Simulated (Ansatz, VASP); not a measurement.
**One calculation of Sb, two programs**

File POSCAR:

```
Sb
1.0
    3.2864000000      0.0000000000      0.0000000000
    0.0000000000      3.2864000000      0.0000000000
    0.0000000000      0.0000000000      3.4128000000
Sb
1
Direct
    0.0000000000      0.0000000000      0.0000000000
```

Contents of INCAR.step1:

```
SYSTEM = Sb
PREC = Accurate
ENCUT = 520
ISMEAR = 0
SIGMA = 0.15
LREAL = .FALSE.
LASPH = .TRUE.
NELM = 80
NBANDS = 8
GGA = PE
ALGO = Normal
EDIFF = 1E-4
LWAVE = .TRUE.
LCHARG = .FALSE.
```

File INCAR.step2:

```
SYSTEM = Sb
PREC = Accurate
ENCUT = 520
EDIFF = 1E-6
ISMEAR = 0
SIGMA = 0.15
LREAL = .FALSE.
LASPH = .TRUE.
NELM = 80
ALGO = Normal
ISIF = 2
LWAVE = .FALSE.
LCHARG = .FALSE.
METAGGA = R2SCAN
LMIXTAU = .TRUE.
NBANDS = 8
ISTART = 1
```

Contents of KPOINTS:

```
Automatic mesh
0
G
  16 16 16
  0 0 0
```

Input for Ansatz:

```yaml
crystal:
  lattice:
    - [3.2864, 0.0, 0.0]
    - [0.0, 3.2864, 0.0]
    - [0.0, 0.0, 3.4128]
  atoms:
    - { symbol: Sb, position: [0.0, 0.0, 0.0] }
basis:
  ecutwfc: 500
kpoints:
  mp_grid: { grid: [16, 16, 16] }
hamiltonian:
  xc: r2scan
scf:
  occupations: { method: gaussian, width: 0.15 }
output:
  forces: true
  stress: true
  eigenvalues: true
```

Change from the starting cell: strain +0.040 along x and y, +0.080 along z, atoms carried along.

Alike in both runs: task single point; functional r2SCAN; k mesh 16 × 16 × 16; occupations gaussian, width 0.15 eV; no spin polarisation.

|  | VASP | Ansatz |
| --- | --- | --- |
| version | VASP 6.6.1 | Ansatz 0.2.0 |
| potentials or method | VASP PAW PBE potentials, release 64 (Sb), cutoff 520 eV | scalar-relativistic, plane waves, PAW |
| valence electrons in the cell | 5 | 15 |

VASP gave:

```
gap on the k mesh at the Fermi level (eV)                     : none
pressure (GPa)                                                : -8.1
traceless stress, the component that is largest in VASP (GPa) : -0.83
```

Estimate Ansatz's values.

gap on the k mesh at the Fermi level (eV): none; pressure (GPa): -8.0; traceless stress, the component that is largest in VASP (GPa): -0.84.

VASP's potentials were made for PBE, not for r2SCAN. A gap of «none» marks a metal or a gap that the smearing closes. With one functional, cell and mesh, what is left measures potentials, basis and numerics. VASP's potentials hold 5 valence electrons a cell and Ansatz's 15, so a difference there can come from the potentials and not from the codes.

Spin-orbit coupling is off throughout.
